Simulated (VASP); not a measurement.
# BaTe (Fm-3m) in VASP: notebook, part 2 of 2

VASP 6.6.1. Earlier steps stand in the parts before.

## Step 3: Single point, PBE (volume scaled by 0.975)

The input, INCAR:

```
SYSTEM = BaTe
PREC = Accurate
ENCUT = 520
EDIFF = 1E-6
ISMEAR = -1
SIGMA = 0.05
LREAL = .FALSE.
LASPH = .TRUE.
NELM = 100
ALGO = Normal
ISIF = 2
LWAVE = .FALSE.
LCHARG = .FALSE.
GGA = PE
NBANDS = 15
```

The input, KPOINTS:

```
Automatic mesh
0
G
  10 10 10
  0 0 0
```

The input, POSCAR:

```
BaTe
1.0
    0.0000000000      3.3813431830      3.3813431830
    3.3813431830      0.0000000000      3.3813431830
    3.3813431830      3.3813431830      0.0000000000
Ba Te
1 1
Direct
    0.0000000000      0.0000000000      0.0000000000
    0.5000000000      0.5000000000      0.5000000000
```

Potentials or basis: VASP PAW PBE potentials, release 64 (Ba_sv, Te).

The run is started by

```
$ cat potpaw_PBE.64/Ba_sv/POTCAR potpaw_PBE.64/Te/POTCAR > POTCAR
$ mpirun -np 1 vasp_std > vasp.out
```

OUTCAR:

```text
SYSTEM = BaTe
   PREC = Accurate
   ENCUT = 520
   EDIFF = 1E-6
   ISMEAR = -1
   LREAL = .FALSE.
   LASPH = .TRUE.
   NELM = 100
   ISIF = 2
   GGA = PE

 ion  position               nearest neighbor table
   1  0.000  0.000  0.000-   2 3.38   2 3.38   2 3.38   2 3.38   2 3.38   2 3.38
   2  0.500  0.500  0.500-   1 3.38   1 3.38   1 3.38   1 3.38   1 3.38   1 3.38

  LATTYP: Found a face centered cubic cell.
 ALAT       =     6.7626863660

  Lattice vectors:

 A1 = (   0.0000000000,   3.3813431830,   3.3813431830)
 A2 = (   3.3813431830,   0.0000000000,   3.3813431830)
 A3 = (   3.3813431830,   3.3813431830,   0.0000000000)

Analysis of symmetry for initial positions (statically):
=====================================================================
 Subroutine PRICEL returns:
 Original cell was already a primitive cell.

 Routine SETGRP: Setting up the symmetry group for a
 face centered cubic supercell.

 Subroutine GETGRP returns: Found 48 space group operations
 (whereof 48 operations were pure point group operations)
 out of a pool of 48 trial point group operations.

The static configuration has the point symmetry O_h .

Analysis of symmetry for dynamics (positions and initial velocities):
=====================================================================
 Subroutine PRICEL returns:
 Original cell was already a primitive cell.

 Routine SETGRP: Setting up the symmetry group for a
 face centered cubic supercell.

 Subroutine GETGRP returns: Found 48 space group operations
 (whereof 48 operations were pure point group operations)
 out of a pool of 48 trial point group operations.

The dynamic configuration has the point symmetry O_h .

 Subroutine INISYM returns: Found 48 space group operations
 (whereof 48 operations are pure point group operations),
 and found     1 'primitive' translations

----------------------------------------------------------------------------------------

[... 120 lines left out ...]
   IVDW    =     0    specifies the selected vdW correction
   LEPSILON=     F    determine dielectric tensor
   LRPA    =     F    only Hartree local field effects (RPA)
 non-spin polarized calculation
  energy-cutoff  :      520.00
  volume of cell :       77.32
 maximum number of plane-waves:      2102
   NGX = 17   NGY = 17   NGZ = 17

 number of electron      16.0000000 magnetization

 Free energy of the ion-electron system (eV)
  ---------------------------------------------------
  ext. energy  EPLUGINS =         0.00000000
  ---------------------------------------------------
  free energy    TOTEN  =        -8.45296049 eV

  energy without entropy =       -8.45296045  energy(sigma->0) =       -8.45296047

 E-fermi :   3.6103     XC(G=0):  -8.6696

 val. band max:        2.9746536103   @ k =   0.0000   0.0000   0.0000
 cond. band min:       4.2337284968   @ k =   0.5000   0.5000   0.0000
 fundamental gap:      1.2590748865
 Fermi energy:         3.6103355612

 k-point     1 :       0.0000    0.0000    0.0000
  band No.  band energies     occupation
      1     -23.7990      2.00000
      2      -8.9786      2.00000
      3      -8.9786      2.00000
      4      -8.9786      2.00000
      5      -6.8168      2.00000
      6       2.9747      1.99999
      7       2.9747      1.99999
      8       2.9747      1.99999
      9       5.8104      0.00000
     10       5.8104      0.00000
     11       5.8104      0.00000
     12       6.3106      0.00000
     13       6.5443      0.00000
     14       6.5443      0.00000
[... 401 lines left out ...]
      2      -9.3454      2.00000
      3      -9.0867      2.00000
      4      -9.0733      2.00000
      5      -6.3516      2.00000
      6       1.3287      2.00000
      7       2.3669      2.00000
      8       2.4726      2.00000
      9       4.7024      0.00000
     10       7.5459      0.00000
     11       7.8920      0.00000
     12       8.6397      0.00000
     13       8.6609      0.00000
     14      10.0567      0.00000
     15      11.4501      0.00000

 [... further k-points ...]

------------------------ aborting loop because EDIFF is reached ----------------------------------------

  FORCE on cell =-STRESS in cart. coord.  units (eV):
  Direction    XX          YY          ZZ          XY          YZ          ZX
  --------------------------------------------------------------------------------------
  -------------------------------------------------------------------------------------
  Total        2.6353373      2.6353373      2.6353373     -0.0000000     -0.0000000      0.0000000
  in kB       54.6070919     54.6070919     54.6070919     -0.0000000     -0.0000000      0.0000000
  external PRESSURE =      54.6070919 kB  Pullay stress =       0.0000000 kB

 VOLUME and BASIS-vectors are now :
 -----------------------------------------------------------------------------
  energy-cutoff  :      520.00
  volume of cell :       77.32
      direct lattice vectors                 reciprocal lattice vectors
     0.000000000  3.381343183  3.381343183    -0.147870232  0.147870232  0.147870232
     3.381343183  0.000000000  3.381343183     0.147870232 -0.147870232  0.147870232
     3.381343183  3.381343183  0.000000000     0.147870232  0.147870232 -0.147870232

 POSITION                                       TOTAL-FORCE (eV/Angst)
 -----------------------------------------------------------------------------------
      0.00000      0.00000      0.00000         0.000000     -0.000000      0.000000
      3.38134      3.38134      3.38134        -0.000000      0.000000     -0.000000
 -----------------------------------------------------------------------------------
    total drift:                                0.000000      0.000000      0.000000

  FREE ENERGIE OF THE ION-ELECTRON SYSTEM (eV)
  ---------------------------------------------------
  free  energy   TOTEN  =        -8.4529604889 eV

  energy  without entropy=       -8.4529604460  energy(sigma->0) =       -8.45296047
```

stdout:

```text
POSCAR found type information on POSCAR BaTe
 POSCAR found :  2 types and       2 ions
 scaLAPACK will be used
 LDA part: xc-table for (Slater+PW92), standard interpolation
 POSCAR, INCAR and KPOINTS ok, starting setup
 FFT: planning ... GRIDC
 FFT: planning ... GRID_SOFT
 FFT: planning ... GRID
 WAVECAR not read
 entering main loop
```

It took 30 s on 1 thread of AMD EPYC 9R45 (Zen 5), shared host; peak memory 0.2 GiB.

Results:

| Quantity | Value |
| --- | --- |
| Free energy | -8.4530 eV |
| Pressure | 5.5 GPa |
| Band gap on the k mesh | 1.26 eV, indirect (least direct gap 1.63 eV) |

Levels at points of the mesh, in eV from the valence-band top:
```csv
k point,band 5,band 6,band 7,band 8,band 9,band 10,band 11,band 12
"(0.00, 0.00, 0.00)",-9.79,0.00,0.00,0.00,2.84,2.84,2.84,3.34
"(0.50, 0.00, 0.00)",-8.71,-2.54,-1.36,-1.36,4.32,5.00,5.09,5.09
"(0.50, 0.50, 0.00)",-9.56,-1.15,-0.38,-0.38,1.26,4.59,5.12,6.09
```

Caveat: the cell differs from its parent crystal (volume scaled by 0.975); spin-orbit coupling is left out, which moves the levels of the heavy elements. A k mesh can miss the band edges.

## Step 4: Single point, PBE (volume scaled by 1.025)

Changes to INCAR since step 3:

```diff
@@ -3,3 +3,3 @@
 ENCUT = 520
-EDIFF = 1E-6
+EDIFF = 1E-7
 ISMEAR = -1
@@ -8,3 +8,3 @@
 LASPH = .TRUE.
-NELM = 100
+NELM = 60
 ALGO = Normal
```

The input, KPOINTS:

```
regular mesh
0
G
  10 10 10
  0 0 0
```

The input, POSCAR:

```
BaTe
1.0
    0.0000000000      3.4381830962      3.4381830962
    3.4381830962      0.0000000000      3.4381830962
    3.4381830962      3.4381830962      0.0000000000
Ba Te
1 1
Direct
    0.0000000000      0.0000000000      0.0000000000
    0.5000000000      0.5000000000      0.5000000000
```

The run is started by

```
$ cat potpaw_PBE.64/Ba_sv/POTCAR potpaw_PBE.64/Te/POTCAR > POTCAR
$ mpirun -np 1 vasp_std > vasp.out
```

Wall time 31 s (1 thread of AMD EPYC 9R45 (Zen 5), shared host); peak memory 0.21 GiB.

It converged, with:

```yaml
Free_energy: -8.5586 eV
Pressure: 3.2 GPa
Band_gap_on_the_k_mesh: 1.39 eV, indirect (least direct gap 1.77 eV)
```

Levels at points of the mesh, in eV from the valence-band top:
```tsv
k point	band 6	band 7	band 8	band 9	band 10	band 11
(0.00, 0.00, 0.00)	0.00	0.00	0.00	2.89	2.89	2.89
(0.50, 0.00, 0.00)	-2.39	-1.24	-1.24	4.26	4.88	5.00
(0.50, 0.50, 0.00)	-1.15	-0.38	-0.38	1.39	4.51	4.89
```

Caveat: the cell differs from its parent crystal (volume scaled by 1.025); spin-orbit coupling is left out, which moves the levels of the heavy elements. A k mesh can miss the band edges.

## Step 5: Single point, PBE (volume scaled by 1.05)

The input, INCAR:

```
ALGO = Normal ; EDIFF = 1E-7
ENCUT = 520 ; GGA = PE
ISIF = 2 ; ISMEAR = -1
LASPH = T ; LCHARG = F
LREAL = F ; LWAVE = F
NBANDS = 15 ; NELM = 100
PREC = Accurate ; SIGMA = 0.05
```

The input, KPOINTS:

```
k-points
0
Gamma
  10 10 10
```

The input, POSCAR:

```
BaTe
1.0
    0.0000000000      3.4659115767      3.4659115767
    3.4659115767      0.0000000000      3.4659115767
    3.4659115767      3.4659115767      0.0000000000
Ba Te
1 1
Direct
    0.0000000000      0.0000000000      0.0000000000
    0.5000000000      0.5000000000      0.5000000000
```

Potentials or basis: VASP PAW PBE potentials, release 64 (Ba_sv, Te).

The run is started by

```
$ cat potpaw_PBE.64/Ba_sv/POTCAR potpaw_PBE.64/Te/POTCAR > POTCAR
$ mpirun -np 1 vasp_std > vasp.out
```

OUTCAR:

```text
EDIFF = 1E-7
   ENCUT = 520
   GGA = PE
   ISIF = 2
   ISMEAR = -1
   LASPH = T
   LREAL = F
   NELM = 100
   PREC = Accurate

 ion  position               nearest neighbor table
   1  0.000  0.000  0.000-   2 3.47   2 3.47   2 3.47   2 3.47   2 3.47   2 3.47
   2  0.500  0.500  0.500-   1 3.47   1 3.47   1 3.47   1 3.47   1 3.47   1 3.47

  LATTYP: Found a face centered cubic cell.
 ALAT       =     6.9318231534

  Lattice vectors:

[... 615 lines left out ...]

 [... further k-points ...]

------------------------ aborting loop because EDIFF is reached ----------------------------------------

  FORCE on cell =-STRESS in cart. coord.  units (eV):
  Direction    XX          YY          ZZ          XY          YZ          ZX
  --------------------------------------------------------------------------------------
  -------------------------------------------------------------------------------------
  Total        1.1479206      1.1479206      1.1479206      0.0000000      0.0000000      0.0000000
  in kB       22.0871666     22.0871666     22.0871666      0.0000000      0.0000000      0.0000000
  external PRESSURE =      22.0871666 kB  Pullay stress =       0.0000000 kB

 VOLUME and BASIS-vectors are now :
 -----------------------------------------------------------------------------
  energy-cutoff  :      520.00
  volume of cell :       83.27
      direct lattice vectors                 reciprocal lattice vectors
     0.000000000  3.465911577  3.465911577    -0.144262192  0.144262192  0.144262192
     3.465911577  0.000000000  3.465911577     0.144262192 -0.144262192  0.144262192
     3.465911577  3.465911577  0.000000000     0.144262192  0.144262192 -0.144262192

 POSITION                                       TOTAL-FORCE (eV/Angst)
 -----------------------------------------------------------------------------------
      0.00000      0.00000      0.00000        -0.000000      0.000000     -0.000000
      3.46591      3.46591      3.46591         0.000000     -0.000000      0.000000
 -----------------------------------------------------------------------------------
    total drift:                                0.000000      0.000000      0.000000

  FREE ENERGIE OF THE ION-ELECTRON SYSTEM (eV)
  ---------------------------------------------------
  free  energy   TOTEN  =        -8.5918181040 eV

  energy  without entropy=       -8.5918180961  energy(sigma->0) =       -8.59181810
```

stdout:

```text
POSCAR found type information on POSCAR BaTe
 POSCAR found :  2 types and       2 ions
 scaLAPACK will be used
 LDA part: xc-table for (Slater+PW92), standard interpolation
 POSCAR, INCAR and KPOINTS ok, starting setup
 FFT: planning ... GRIDC
 FFT: planning ... GRID_SOFT
 FFT: planning ... GRID
 WAVECAR not read
 entering main loop
```

It took 31 s on 1 thread of AMD EPYC 9R45 (Zen 5), shared host; peak memory 0.21 GiB.

What came out:

```yaml
Free_energy: -8.5918 eV
Pressure: 2.2 GPa
Band_gap_on_the_k_mesh: 1.45 eV, indirect (least direct gap 1.84 eV)
```

Caveat: the cell differs from its parent crystal (volume scaled by 1.05); spin-orbit coupling is left out, which moves the levels of the heavy elements. A k mesh can miss the band edges.

## Step 6: Single point, PBE

This run uses another cell than the first one, of 39.65 Å³/atom, 1.053 times its volume.

The input, INCAR:

```
SYSTEM = BaTe
PREC = Accurate ; ENCUT = 520
EDIFF = 1E-6 ; ISMEAR = -1
SIGMA = 0.05 ; LREAL = .False.
LASPH = .True. ; NELM = 80
ALGO = Normal ; ISIF = 2
LWAVE = .False. ; LCHARG = .False.
GGA = PE ; NBANDS = 15
```

The input, KPOINTS:

```
Automatic mesh
0
Gamma
  10 10 10
  0 0 0
```

The input, POSCAR:

```
BaTe
1.0
    0.0000000000      3.4100000000      3.4100000000
    3.4100000000      0.0000000000      3.4100000000
    3.4100000000      3.4100000000      0.0000000000
Ba Te
1 1
Direct
    0.0000000000      0.0000000000      0.0000000000
    0.5000000000      0.5000000000      0.5000000000
```

Potentials or basis: VASP PAW PBE potentials, release 64 (Ba_sv, Te).

The run is started by

```
$ cat potpaw_PBE.64/Ba_sv/POTCAR potpaw_PBE.64/Te/POTCAR > POTCAR
$ mpirun -np 1 vasp_std > vasp.out
```

Run time: 48 s. Hardware: 1 thread of Intel Xeon Platinum 8259CL at 2.50GHz (Skylake/Cascade Lake), shared host; peak memory 0.24 GiB.

The run converged. Its results:

```yaml
Free_energy: -8.5129 eV
Pressure: 4.2 GPa
Band_gap_on_the_k_mesh: 1.33 eV, indirect (least direct gap 1.71 eV)
```

Levels at points of the mesh, in eV from the valence-band top:
| k point | band 4 | band 5 | band 6 | band 7 | band 8 | band 9 | band 10 | band 11 | band 12 | band 13 |
| --- | --- | --- | --- | --- | --- | --- | --- | --- | --- | --- |
| (0.00, 0.00, 0.00) | -12.00 | -9.73 | 0.00 | 0.00 | 0.00 | 2.86 | 2.86 | 2.86 | 3.23 | 3.57 |
| (0.50, 0.00, 0.00) | -12.02 | -8.74 | -2.46 | -1.30 | -1.30 | 4.29 | 4.94 | 5.05 | 5.05 | 7.14 |
| (0.50, 0.50, 0.00) | -12.12 | -9.50 | -1.15 | -0.38 | -0.38 | 1.33 | 4.55 | 5.00 | 5.96 | 6.01 |

Caveat: spin-orbit coupling is left out, which moves the levels of the heavy elements. A k mesh can miss the band edges.

## Step 7: The runs side by side

```tsv
cell	gap on the mesh (eV)	pressure (GPa)
a = 4.741 Å, angles 60.0°, 2 atoms	1.18	6.8
a = 4.782 Å, angles 60.0°, 2 atoms	1.26	5.5
a = 4.862 Å, angles 60.0°, 2 atoms	1.39	3.2
a = 4.902 Å, angles 60.0°, 2 atoms	1.45	2.2
a = 4.822 Å, angles 60.0°, 2 atoms	1.33	4.2
```

Alike in all rows: task single point; level PBE; potentials or basis VASP PAW PBE potentials, release 64 (Ba_sv, Te); no spin polarisation; k mesh 10 × 10 × 10; cutoff (eV) 520; smearing fermi-dirac 0.05 eV.

Caveats: spin-orbit coupling is left out, which moves the levels of the heavy elements.

Absolute energies hang on the potentials; compare differences alone.
